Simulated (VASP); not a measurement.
# InAs in VASP: single point with PBEsol

Aim: the single point of InAs with PBEsol.

Program: VASP 6.6.1. These are calculated values, not measurements. Logs are shortened: lines on timing, memory, paths and dates and some standing lists are left out, and cuts for length are marked.

## 1. The cell of the first run

The cell holds a slab with vacuum, 12 atoms: a = 4.304 Å, b = 6.087 Å, c = 25.761 Å, α = 90.00°, β = 90.00°, γ = 90.00°.

## 2. Single point, PBEsol

INCAR reads:

```
  ALGO = Normal
  DIPOL = 0.5 0.5 0.500
  EDIFF = 1E-6
  ENCUT = 520
  GGA = PS
  IDIPOL = 3
  ISIF = 2
  ISMEAR = 0
  LASPH = T
  LCHARG = T
  LDIPOL = T
  LELF = T
  LREAL = F
  LVACPOTAV = T
  LVHAR = T
  LWAVE = F
  NBANDS = 66
  NELM = 100
  PREC = Accurate
  SIGMA = 0.1
```

KPOINTS reads:

```
k-points
0
Gamma
  8 6 1
```

POSCAR reads:

```
InAs
1.0
    4.3044884338      0.0000000000      0.0000000000
    0.0000000000      6.0874659222      0.0000000000
    0.0000000000      0.0000000000     25.7612210845
In As
6 6
Direct
    0.5000000000      0.5000000000      0.2911352678
    0.0000000000      0.0000000000      0.3746811607
    0.5000000000      0.5000000000      0.4582270536
    0.0000000000      0.0000000000      0.5417729464
    0.5000000000      0.5000000000      0.6253188393
    0.0000000000      0.0000000000      0.7088647322
    0.0000000000      0.2500000000      0.2911352678
    0.5000000000      0.7500000000      0.3746811607
    0.0000000000      0.2500000000      0.4582270536
    0.5000000000      0.7500000000      0.5417729464
    0.0000000000      0.2500000000      0.6253188393
    0.5000000000      0.7500000000      0.7088647322
```

Potentials or basis: VASP PAW PBE potentials, release 64 (In_d, As).

Command:

```
> cat potpaw_PBE.64/In_d/POTCAR potpaw_PBE.64/As/POTCAR > POTCAR
> mpirun -np 1 vasp_std > vasp.out
```

OUTCAR:

```text
EDIFF = 1E-6
   ENCUT = 520
   GGA = PS
   ISIF = 2
   ISMEAR = 0
   LASPH = T
   LREAL = F
   NELM = 100
   PREC = Accurate

 ion  position               nearest neighbor table
   1  0.500  0.500  0.291-   7 2.64   7 2.64   8 2.64
   2  0.000  0.000  0.375-   8 2.64   8 2.64   9 2.64   7 2.64
   3  0.500  0.500  0.458-  10 2.64   9 2.64   9 2.64   8 2.64
   4  0.000  0.000  0.542-   9 2.64  10 2.64  10 2.64  11 2.64
   5  0.500  0.500  0.625-  11 2.64  11 2.64  12 2.64  10 2.64
   6  0.000  0.000  0.709-  12 2.64  12 2.64  11 2.64
   7  0.000  0.250  0.291-   1 2.64   1 2.64   2 2.64
   8  0.500  0.750  0.375-   2 2.64   2 2.64   3 2.64   1 2.64
   9  0.000  0.250  0.458-   4 2.64   3 2.64   3 2.64   2 2.64
  10  0.500  0.750  0.542-   3 2.64   4 2.64   4 2.64   5 2.64
  11  0.000  0.250  0.625-   5 2.64   5 2.64   6 2.64   4 2.64
  12  0.500  0.750  0.709-   6 2.64   6 2.64   5 2.64

  LATTYP: Found a simple orthorhombic cell.
 ALAT       =     4.3044884338
 B/A-ratio  =     1.4142135624
 C/A-ratio  =     5.9847346510

  Lattice vectors:

 A1 = (   4.3044884338,   0.0000000000,   0.0000000000)
 A2 = (   0.0000000000,   6.0874659222,   0.0000000000)
 A3 = (   0.0000000000,   0.0000000000,  25.7612210845)

Analysis of symmetry for initial positions (statically):
=====================================================================
 Subroutine PRICEL returns:
 Original cell was already a primitive cell.

 Routine SETGRP: Setting up the symmetry group for a
 simple orthorhombic supercell.

 Subroutine GETGRP returns: Found  4 space group operations
 (whereof  2 operations were pure point group operations)
 out of a pool of  8 trial point group operations.

The static configuration has the point symmetry C_1h.
 The point group associated with its full space group is C_2v.

Analysis of symmetry for dynamics (positions and initial velocities):
=====================================================================
 Subroutine PRICEL returns:
 Original cell was already a primitive cell.

 Routine SETGRP: Setting up the symmetry group for a
 simple orthorhombic supercell.

 Subroutine GETGRP returns: Found  4 space group operations
 (whereof  2 operations were pure point group operations)
 out of a pool of  8 trial point group operations.

The dynamic configuration has the point symmetry C_1h.
 The point group associated with its full space group is C_2v.

 Subroutine INISYM returns: Found  4 space group operations
 (whereof  2 operations are pure point group operations),
 and found     1 'primitive' translations

----------------------------------------------------------------------------------------

                                     Primitive cell

  volume of cell :     675.0323

  direct lattice vectors                    reciprocal lattice vectors
     4.304488434  0.000000000  0.000000000     0.232315643  0.000000000  0.000000000
     0.000000000  6.087465922  0.000000000     0.000000000  0.164271967  0.000000000
     0.000000000  0.000000000 25.761221085     0.000000000  0.000000000  0.038818036

  length of vectors
     4.304488434  6.087465922 25.761221085     0.232315643  0.164271967  0.038818036

  position of ions in fractional coordinates (direct lattice)
     0.500000000  0.500000000  0.291135268
     0.000000000  0.000000000  0.374681161
     0.500000000  0.500000000  0.458227054
     0.000000000  0.000000000  0.541772946
     0.500000000  0.500000000  0.625318839
     0.000000000  0.000000000  0.708864732
     0.000000000  0.250000000  0.291135268
     0.500000000  0.750000000  0.374681161
     0.000000000  0.250000000  0.458227054
     0.500000000  0.750000000  0.541772946
     0.000000000  0.250000000  0.625318839
     0.500000000  0.750000000  0.708864732

  ion indices of the primitive-cell ions
   primitive index   ion index
                 1           1
                 2           2
                 3           3
                 4           4
                 5           5
                 6           6
                 7           7
                 8           8
                 9           9
                10          10
                11          11
                12          12

----------------------------------------------------------------------------------------

 KPOINTS: k-points

Automatic generation of k-mesh.
 Grid dimensions read from file:
 generate k-points for:    8    6    1

 Generating k-lattice:

  Cartesian coordinates                     Fractional coordinates (reciprocal lattice)
     0.029039455  0.000000000  0.000000000     0.125000000  0.000000000  0.000000000
     0.000000000  0.027378661  0.000000000     0.000000000  0.166666667  0.000000000
     0.000000000  0.000000000  0.038818036     0.000000000  0.000000000  1.000000000

  Length of vectors
     0.029039455  0.027378661  0.038818036

  Shift w.r.t. Gamma in fractional coordinates (k-lattice)
     0.000000000  0.000000000  0.000000000

 Subroutine IBZKPT returns following result:
 ===========================================

 Found     20 irreducible k-points:

 Following reciprocal coordinates:
            Coordinates               Weight
  0.000000  0.000000  0.000000      1.000000
  0.125000  0.000000  0.000000      2.000000
  0.250000  0.000000  0.000000      2.000000
  0.375000  0.000000  0.000000      2.000000
  0.500000  0.000000  0.000000      1.000000
  0.000000  0.166667  0.000000      2.000000
[... 12 lines left out ...]
  0.375000  0.500000  0.000000      2.000000
  0.500000  0.500000  0.000000      1.000000
   k-points           NKPTS =     20   k-points in BZ     NKDIM =     20   number of bands    NBANDS=     66
   number of dos      NEDOS =    301   number of ions     NIONS =     12
   total plane-waves  NPLWV = 294912
   dimension x,y,z NGX =    32 NGY =   48 NGZ =  192
   dimension x,y,z NGXF=    64 NGYF=   96 NGZF=  384
   ions per type =               6   6
   NGX,Y,Z   is equivalent  to a cutoff of  12.36, 13.11, 12.39 a.u.
   NGXF,Y,Z  is equivalent  to a cutoff of  24.72, 26.22, 24.78 a.u.
 SYSTEM =  unknown system
   PREC   = accura    normal or accurate (medium, high low for compatibility)
   ISTART =      0    job   : 0-new  1-cont  2-samecut
   ICHARG =      2    charge: 1-file 2-atom 10-const
   ISPIN  =      1    spin polarized calculation?
   LNONCOLLINEAR =      F non collinear calculations
   LSORBIT =      F    spin-orbit coupling
   LASPH  =      T    aspherical Exc in radial PAW
   ENCUT  =  520.0 eV  38.22 Ry    6.18 a.u.   8.00 11.32 47.90*2*pi/ulx,y,z
   NELM   =    100;   NELMIN=  2; NELMDL= -5     # of ELM steps
   EDIFF  = 0.1E-05   stopping-criterion for ELM
   LREAL  =      F    real-space projection
   EDIFFG = 0.1E-04   stopping-criterion for IOM
   NSW    =      0    number of steps for IOM
   IBRION =     -1    ionic relax: 0-MD 1-quasi-New 2-CG
   NFREE  =      0    steps in history (QN), initial steepest desc. (CG)
   ISIF   =      2    stress and relaxation
   ISYM   =      2    0-nonsym 1-usesym 2-fastsym
   POTIM  = 0.5000    time-step for ionic-motion
   TEBEG  =    0.0;   TEEND  =   0.0 temperature during run
   PSTRESS=    0.0 pullay stress
   NELECT =     108.0000    total number of electrons
   NUPDOWN=      -1.0000    fix difference up-down
   EMIN   =  10.00;   EMAX   =-10.00  energy-range for DOS
   EFERMI =   0.00;   METHOD = LEGACY
   ISMEAR =     0;   SIGMA  =   0.10  broadening in eV -4-tet -1-fermi 0-gaus
   EFERMI_NEDOS =   21; number of points for ismear=-14 and -15
   IALGO  =     38    algorithm
   IMIX   =      4    mixing-type and parameters
     AMIX     =   0.40;   BMIX     =  1.00
     AMIX_MAG =   1.60;   BMIX_MAG =  1.00
  volume/ion in A,a.u.               =      56.25       379.61
  Fermi-wavevector in a.u.,A,eV,Ry     =   0.888740  1.679474 10.746674  0.789858
  Thomas-Fermi vector in A             =   2.010209
   LORBIT       =      0    0 simple, 1 ext, 2 COOP (PROOUT), +10 PAW based schemes
   GGA     = PS    functional components
   LHFCALC =     F    Hartree Fock is set to
   AEXX    =    0.0000 exact exchange contribution
   IVDW    =     0    specifies the selected vdW correction
   LEPSILON=     F    determine dielectric tensor
   LRPA    =     F    only Hartree local field effects (RPA)
 non-spin polarized calculation
 Gauss-broadening in eV      SIGMA  =   0.10
  energy-cutoff  :      520.00
  volume of cell :      675.03
 maximum number of plane-waves:     18232
   NGX = 17   NGY = 23   NGZ = 95

 dipolmoment           0.000000      0.000000     -0.000000 electrons x Angstroem

 number of electron     108.0000028 magnetization

 dipolmoment           0.000000      0.000000      0.000000 electrons x Angstroem

 Free energy of the ion-electron system (eV)
  ---------------------------------------------------
  ext. energy  EPLUGINS =         0.00000000
  ---------------------------------------------------
  free energy    TOTEN  =       -47.89704734 eV

  energy without entropy =      -47.89677708  energy(sigma->0) =      -47.89691221

 E-fermi :  -0.0688     XC(G=0):  -5.1599

 val. band max:       -0.2443999924   @ k =   0.0000   0.0000   0.0000
 cond. band min:       0.0817373865   @ k =   0.0000   0.0000   0.0000
 fundamental gap:      0.3261373790
 Fermi energy:        -0.0688156429

 k-point     1 :       0.0000    0.0000    0.0000
  band No.  band energies     occupation
      1     -14.7188      2.00000
      2     -14.7143      2.00000
      3     -14.6705      2.00000
      4     -14.6686      2.00000
      5     -14.6670      2.00000
      6     -14.6133      2.00000
[... 58 lines left out ...]
     65       3.7721      0.00000
     66       3.7907      0.00000

 k-point     2 :       0.1250    0.0000    0.0000
  band No.  band energies     occupation
      1     -14.7160      2.00000
      2     -14.7136      2.00000
      3     -14.6716      2.00000
      4     -14.6681      2.00000
      5     -14.6670      2.00000
      6     -14.6226      2.00000
[... 1300 lines left out ...]
     65       4.2205      0.00000
     66       4.2205      0.00000

------------------------ aborting loop because EDIFF is reached ----------------------------------------

  FORCE on cell =-STRESS in cart. coord.  units (eV):
  Direction    XX          YY          ZZ          XY          YZ          ZX
  --------------------------------------------------------------------------------------
  -------------------------------------------------------------------------------------
  Total       -1.9955484     -1.8742346      1.1230914      0.0000000      0.0000000      0.0000000
  in kB       -4.7363994     -4.4484632      2.6656378      0.0000000      0.0000000      0.0000000
  external PRESSURE =      -2.1730749 kB  Pullay stress =       0.0000000 kB

 VOLUME and BASIS-vectors are now :
 -----------------------------------------------------------------------------
  energy-cutoff  :      520.00
  volume of cell :      675.03
      direct lattice vectors                 reciprocal lattice vectors
     4.304488434  0.000000000  0.000000000     0.232315643  0.000000000  0.000000000
     0.000000000  6.087465922  0.000000000     0.000000000  0.164271967  0.000000000
     0.000000000  0.000000000 25.761221085     0.000000000  0.000000000  0.038818036

 POSITION                                       TOTAL-FORCE (eV/Angst)
 -----------------------------------------------------------------------------------
      2.15224      3.04373      7.50000         0.000000     -0.836820      1.033170
      0.00000      0.00000      9.65224         0.000000      0.249231      0.125010
      2.15224      3.04373     11.80449         0.000000     -0.146516      0.126083
      0.00000      0.00000     13.95673         0.000000     -0.146516     -0.126083
      2.15224      3.04373     16.10898         0.000000      0.249231     -0.125010
      0.00000      0.00000     18.26122         0.000000     -0.836820     -1.033170
      0.00000      1.52187      7.50000         0.000000      0.149828     -1.053288
      2.15224      4.56560      9.65224         0.000000      0.495448     -0.366167
      0.00000      1.52187     11.80449         0.000000      0.088829      0.139046
      2.15224      4.56560     13.95673         0.000000      0.088829     -0.139046
      0.00000      1.52187     16.10898         0.000000      0.495448      0.366167
      2.15224      4.56560     18.26122         0.000000      0.149828      1.053288
 -----------------------------------------------------------------------------------
    total drift:                                0.000000      0.000953      0.000000

  FREE ENERGIE OF THE ION-ELECTRON SYSTEM (eV)
  ---------------------------------------------------
  free  energy   TOTEN  =       -47.8970473446 eV

  energy  without entropy=      -47.8967770807  energy(sigma->0) =      -47.89691221

 vacuum level on the upper side and lower side of the slab         4.380         4.380
```

Wall time 34 min (1 thread of Oxide Virtual Turin-like, shared host); peak memory 0.97 GiB.

What came out:

```
Free energy            : -47.8970 eV
Largest force          : 1.330 eV/Å
Band gap on the k mesh : 0.33 eV
```

Forces on the atoms (eV/Å):
```
In   0.000 -0.837  1.033
In   0.000  0.249  0.125
In   0.000 -0.147  0.126
In   0.000 -0.147 -0.126
In   0.000  0.249 -0.125
In   0.000 -0.837 -1.033
As   0.000  0.150 -1.053
As   0.000  0.495 -0.366
As   0.000  0.089  0.139
As   0.000  0.089 -0.139
As   0.000  0.495  0.366
As   0.000  0.150  1.053
```

Caveat: the PAW data sets were made with another functional, which shifts forces and pressure a little; spin-orbit coupling is left out, which moves the levels of the heavy elements.
